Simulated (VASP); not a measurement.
# Sb (I4/mmm) in VASP: a series of runs, part 2 of 2

VASP 6.6.1. Earlier steps stand in the parts before.

## (3) Electric field gradients, PBE (zz strain of -3 %)

INCAR reads:

```
SYSTEM = Sb
ALGO = Normal ; EDIFF = 1E-8
ENCUT = 520 ; GGA = PE
ISIF = 2 ; ISMEAR = -1
LASPH = .TRUE. ; LCHARG = .FALSE.
LEFG = .TRUE. ; LREAL = .FALSE.
LWAVE = .FALSE. ; NBANDS = 8
NELM = 60 ; PREC = Accurate
SIGMA = 0.05
```

KPOINTS reads:

```
k-points
0
G
  19 19 19
  0 0 0
```

POSCAR reads:

```
Sb
1.0
   -1.5050000000      1.5050000000      2.4056000000
    1.5050000000     -1.5050000000      2.4056000000
    1.5050000000      1.5050000000     -2.4056000000
Sb
1
Direct
    0.0000000000      0.0000000000      0.0000000000
```

Potentials or basis: VASP PAW PBE potentials, release 64 (Sb).

Started as:

```console
$ cat potpaw_PBE.64/Sb/POTCAR > POTCAR
$ mpirun -np 1 vasp_std > vasp.out
```

OUTCAR:

```text
SYSTEM = Sb
   EDIFF = 1E-8
   ENCUT = 520
   GGA = PE
   ISIF = 2
   ISMEAR = -1
   LASPH = .TRUE.
   LREAL = .FALSE.
   NELM = 60
   PREC = Accurate

 ion  position               nearest neighbor table
   1  0.000  0.000  0.000-

  LATTYP: Found a body centered tetragonal cell.
 ALAT       =     3.0100000000
 C/A-ratio  =     1.5984053156

  Lattice vectors:

 A1 = (  -1.5050000000,   1.5050000000,   2.4056000000)
 A2 = (   1.5050000000,  -1.5050000000,   2.4056000000)
 A3 = (   1.5050000000,   1.5050000000,  -2.4056000000)

Analysis of symmetry for initial positions (statically):
=====================================================================
 Subroutine PRICEL returns:
 Original cell was already a primitive cell.

 Routine SETGRP: Setting up the symmetry group for a
 body centered tetragonal supercell.

 Subroutine GETGRP returns: Found 16 space group operations
 (whereof 16 operations were pure point group operations)
 out of a pool of 16 trial point group operations.

The static configuration has the point symmetry D_4h.

Analysis of symmetry for dynamics (positions and initial velocities):
=====================================================================
 Subroutine PRICEL returns:
 Original cell was already a primitive cell.

 Routine SETGRP: Setting up the symmetry group for a
 body centered tetragonal supercell.

 Subroutine GETGRP returns: Found 16 space group operations
 (whereof 16 operations were pure point group operations)
 out of a pool of 16 trial point group operations.

The dynamic configuration has the point symmetry D_4h.

 Subroutine INISYM returns: Found 16 space group operations
 (whereof 16 operations are pure point group operations),
 and found     1 'primitive' translations
[... 145 lines left out ...]
 Fermi energy:        11.6029340591

 k-point     1 :       0.0000    0.0000    0.0000
  band No.  band energies     occupation
      1      -3.2318      2.00000
      2      18.5411      0.00000
      3      18.5823      0.00000
      4      18.5823      0.00000
      5      21.8603      0.00000
      6      21.8857      0.00000
      7      22.6710      0.00000
      8      22.6710      0.00000
[... 243 lines left out ...]
 k-point    24 :      -0.2632    0.0526   -0.0000
  band No.  band energies     occupation
      1      -1.6829      2.00000
      2      10.9539      2.00000
      3      15.7853      0.00000
      4      17.7372      0.00000
      5      20.4388      0.00000
      6      22.0152      0.00000
      7      23.2807      0.00000
      8      24.2343      0.00000

 [... further k-points ...]
[... 5 lines left out ...]
  --------------------------------------------------------------------------------------
  -------------------------------------------------------------------------------------
  Total        3.1998024      3.1998024      3.1455020      0.0000000     -0.0000000      0.0000000
  in kB      235.2216719    235.2216719    231.2299779      0.0000000     -0.0000000      0.0000000
  external PRESSURE =     233.8911073 kB  Pullay stress =       0.0000000 kB

 VOLUME and BASIS-vectors are now :
 -----------------------------------------------------------------------------
  energy-cutoff  :      520.00
  volume of cell :       21.79
      direct lattice vectors                 reciprocal lattice vectors
    -1.505000000  1.505000000  2.405600000     0.000000000  0.332225914  0.207848354
     1.505000000 -1.505000000  2.405600000     0.332225914  0.000000000  0.207848354
     1.505000000  1.505000000 -2.405600000     0.332225914  0.332225914  0.000000000

 POSITION                                       TOTAL-FORCE (eV/Angst)
 -----------------------------------------------------------------------------------
      0.00000      0.00000      0.00000        -0.000000      0.000000     -0.000000
 -----------------------------------------------------------------------------------
    total drift:                                0.000000      0.000000     -0.000000

  FREE ENERGIE OF THE ION-ELECTRON SYSTEM (eV)
  ---------------------------------------------------
  free  energy   TOTEN  =        -3.5020312013 eV

  energy  without entropy=       -3.4979690722  energy(sigma->0) =       -3.50000014

 Electric field gradients (V/A^2)
---------------------------------------------------------------------
 ion       V_xx      V_yy      V_zz      V_xy      V_xz      V_yz
---------------------------------------------------------------------
   1     -13.212   -13.212    26.424    -0.000    -0.000    -0.000
---------------------------------------------------------------------

 Electric field gradients after diagonalization (V/A^2)
 (convention: |V_zz| > |V_xx| > |V_yy|)
----------------------------------------------------------------------
 ion       V_xx      V_yy      V_zz     asymmetry (V_yy - V_xx)/ V_zz
----------------------------------------------------------------------
   1     -13.212   -13.212    26.424       0.000
----------------------------------------------------------------------

           NMR quadrupolar parameters

 Cq : quadrupolar parameter    Cq=e*Q*V_zz/h
 eta: asymmetry parameters     (V_yy - V_xx)/ V_zz
 Q  : nuclear electric quadrupole moment in mb (millibarn)
----------------------------------------------------------------------
 ion       Cq(MHz)       eta       Q (mb)
----------------------------------------------------------------------
   1       0.064       0.000       1.000
----------------------------------------------------------------------
```

OSZICAR:

```text
N       E                     dE             d eps       ncg     rms          rms(c)
DAV:   1     0.581170725070E+01    0.58117E+01   -0.17486E+03  9000   0.419E+02
DAV:   2    -0.342272544452E+01   -0.92344E+01   -0.88143E+01 12264   0.552E+01
DAV:   3    -0.350965522699E+01   -0.86930E-01   -0.86686E-01 10752   0.611E+00
DAV:   4    -0.350986711503E+01   -0.21189E-03   -0.21189E-03 13560   0.358E-01
DAV:   5    -0.350986746996E+01   -0.35493E-06   -0.35514E-06 11280   0.945E-03    0.259E+00
DAV:   6    -0.350497516563E+01    0.48923E-02   -0.60513E-04 12576   0.145E-01    0.153E+00
DAV:   7    -0.350203660763E+01    0.29386E-02   -0.14869E-03 10296   0.222E-01    0.380E-02
DAV:   8    -0.350203149499E+01    0.51126E-05   -0.40114E-05 13664   0.458E-02    0.584E-03
DAV:   9    -0.350203143610E+01    0.58894E-07   -0.69771E-07 11856   0.595E-03    0.205E-03
DAV:  10    -0.350203124668E+01    0.18941E-06   -0.58204E-08 11800   0.134E-03    0.260E-04
DAV:  11    -0.350203122780E+01    0.18885E-07   -0.21742E-09  9216   0.310E-04    0.888E-05
DAV:  12    -0.350203120529E+01    0.22508E-07   -0.16743E-10  5608   0.918E-05    0.151E-05
DAV:  13    -0.350203120130E+01    0.39936E-08   -0.20380E-11  5080   0.339E-05
   1 F= -.35020312E+01 E0= -.35000001E+01  d E =-.406213E-02
```

Run time: 1.9 min. Hardware: 1 thread of AMD EPYC 7R13, shared host; peak memory 0.19 GiB.

What came out:

```
Free energy                             : -3.5020 eV
Pressure                                : 23.4 GPa
Band gap on the k mesh                  : zero (an odd number of electrons rules out a gap without spin polarisation)
Largest electric field gradient by atom : Sb +26.4 V/Å²
```

Stress tensor (GPa, compression positive):
```
23.52  0.00  0.00
 0.00 23.52  0.00
 0.00  0.00 23.12
```

Levels at points of the mesh, in eV from the Fermi level:
```csv
k point,band 1,band 2,band 3,band 4,band 5,band 6
"(0.00, 0.00, 0.00)",-14.83,6.94,6.98,6.98,10.26,10.28
```

Electric field gradients, principal values (V/Å²):
| atom | least | middle | greatest (by size) |
| --- | --- | --- | --- |
| 1 Sb | -13.212 | -13.212 | 26.424 |

Caveat: the cell differs from its parent crystal (zz strain of -3 %); the cell stands under pressure; without QUAD_EFG the Cq values of the log hold for a quadrupole moment of 1 mb, not for the nuclei; spin-orbit coupling is left out, which moves the levels of the heavy elements.

## (4) Electric field gradients, PBE, non-collinear spin, zero start, spin-orbit coupling

This run uses another cell than the first one, of 22.47 Å³/atom.

INCAR reads:

```
PREC = Accurate ; ENCUT = 520
EDIFF = 1E-8 ; ISMEAR = -1
SIGMA = 0.05 ; LREAL = False
LASPH = True ; NELM = 150
ALGO = Normal ; ISIF = 2
LWAVE = False ; LCHARG = False
LNONCOLLINEAR = True ; MAGMOM = 0 0 0
LORBIT = 11 ; LSORBIT = True
GGA_COMPAT = False ; LORBMOM = True
GGA = PE ; LEFG = True
NBANDS = 16
```

KPOINTS reads:

```
regular mesh
0
Gamma
  19 19 19
```

POSCAR reads:

```
Sb
1.0
   -1.5050000000      1.5050000000      2.4800000000
    1.5050000000     -1.5050000000      2.4800000000
    1.5050000000      1.5050000000     -2.4800000000
Sb
1
Direct
    0.0000000000      0.0000000000      0.0000000000
```

Potentials or basis: VASP PAW PBE potentials, release 64 (Sb).

Started as:

```console
$ cat potpaw_PBE.64/Sb/POTCAR > POTCAR
$ mpirun -np 1 vasp_ncl > vasp.out
```

OUTCAR:

```text
PREC = Accurate
   ENCUT = 520
   EDIFF = 1E-8
   ISMEAR = -1
   LREAL = False
   LASPH = True
   NELM = 150
   ISIF = 2
   LNONCOLLINEAR = True
   LORBIT = 11
   LSORBIT = True
   GGA = PE

 ion  position               nearest neighbor table
   1  0.000  0.000  0.000-

  LATTYP: Found a body centered tetragonal cell.
 ALAT       =     3.0100000000
 C/A-ratio  =     1.6478405316

  Lattice vectors:

 A1 = (  -1.5050000000,   1.5050000000,   2.4800000000)
 A2 = (   1.5050000000,  -1.5050000000,   2.4800000000)
 A3 = (   1.5050000000,   1.5050000000,  -2.4800000000)

Analysis of symmetry for initial positions (statically):
=====================================================================
 Subroutine PRICEL returns:
 Original cell was already a primitive cell.

[... 727 lines left out ...]
            0.000  -0.000  -0.000

 Spin-Orbit-Coupling matrix elements

 Ion:    1  E_soc:     -0.1338150
 l=   1
     0.0000000    -0.0223001    -0.0211932
    -0.0223001     0.0000000    -0.0223001
    -0.0211932    -0.0223001     0.0000000
 l=   2
     0.0000000    -0.0000602     0.0000000    -0.0000602    -0.0002766
    -0.0000602     0.0000000    -0.0002202    -0.0000825    -0.0000971
     0.0000000    -0.0002202     0.0000000    -0.0002202     0.0000000
    -0.0000602    -0.0000825    -0.0002202     0.0000000    -0.0000971
    -0.0002766    -0.0000971     0.0000000    -0.0000971     0.0000000
 l=   3
     0.0000000     0.0000000     0.0000000     0.0000000     0.0000000     0.0000000     0.0000000
     0.0000000     0.0000000     0.0000000     0.0000000     0.0000000     0.0000000     0.0000000
     0.0000000     0.0000000     0.0000000     0.0000000     0.0000000     0.0000000     0.0000000
     0.0000000     0.0000000     0.0000000     0.0000000     0.0000000     0.0000000     0.0000000
     0.0000000     0.0000000     0.0000000     0.0000000     0.0000000     0.0000000     0.0000000
     0.0000000     0.0000000     0.0000000     0.0000000     0.0000000     0.0000000     0.0000000
     0.0000000     0.0000000     0.0000000     0.0000000     0.0000000     0.0000000     0.0000000

 total charge

# of ion       s       p       d       tot
------------------------------------------
    1        1.246   1.124   0.067   2.437

 magnetization (x)

# of ion       s       p       d       tot
------------------------------------------
    1        0.000   0.000   0.000   0.000

 magnetization (y)

# of ion       s       p       d       tot
------------------------------------------
    1        0.000   0.000   0.000   0.000

 magnetization (z)

# of ion       s       p       d       tot
------------------------------------------
    1        0.000   0.000   0.000   0.000
```

OSZICAR:

```text
N       E                     dE             d eps       ncg     rms          rms(c)
DAV:   1     0.134529021650E+02    0.13453E+02   -0.17311E+03 17616   0.490E+02
DAV:   2    -0.304609839121E+01   -0.16499E+02   -0.15694E+02 23656   0.935E+01
DAV:   3    -0.365596015180E+01   -0.60986E+00   -0.60397E+00 22752   0.165E+01
DAV:   4    -0.365969342145E+01   -0.37333E-02   -0.37329E-02 21520   0.162E+00
DAV:   5    -0.365972918220E+01   -0.35761E-04   -0.35761E-04 22488   0.163E-01    0.281E+00
DAV:   6    -0.365553139112E+01    0.41978E-02   -0.53407E-04 21728   0.150E-01    0.167E+00
DAV:   7    -0.365349001946E+01    0.20414E-02   -0.46912E-04 21336   0.137E-01    0.934E-01
DAV:   8    -0.365307629125E+01    0.41373E-03   -0.23161E-04 20888   0.953E-02    0.247E-02
DAV:   9    -0.365307236570E+01    0.39256E-05   -0.15044E-05 21584   0.254E-02    0.428E-03
DAV:  10    -0.365307227875E+01    0.86946E-07   -0.44108E-07 22000   0.485E-03    0.195E-03
DAV:  11    -0.365307197661E+01    0.30214E-06   -0.24865E-08 21136   0.969E-04    0.605E-04
DAV:  12    -0.365307195105E+01    0.25560E-07   -0.11365E-09 12848   0.237E-04    0.131E-04
DAV:  13    -0.365307194235E+01    0.86995E-08   -0.96281E-11  9704   0.839E-05
   1 F= -.36530719E+01 E0= -.36507442E+01  d E =-.465548E-02  mag=     0.0000    -0.0000     0.0000
```

Wall time 8.1 min (1 thread of Oxide Virtual Turin-like, shared host); peak memory 0.37 GiB.

Results:

```yaml
Free_energy: -3.6531 eV
Pressure: 19.4 GPa
Net_moment: 0.00 μB per cell
Largest_electric_field_gradient_by_atom: Sb +38.6 V/Å²
Valence_electrons_inside_the_program's_atomic_spheres: Sb 2.44
```

Moments on the atoms (μB; x, y, z):
```
Sb  0.00 0.00 0.00
```

Electric field gradients, principal values (V/Å²):
| atom | least | middle | greatest (by size) |
| --- | --- | --- | --- |
| 1 Sb | -19.292 | -19.293 | 38.585 |

Caveat: the cell stands under pressure; without QUAD_EFG the Cq values of the log hold for a quadrupole moment of 1 mb, not for the nuclei.
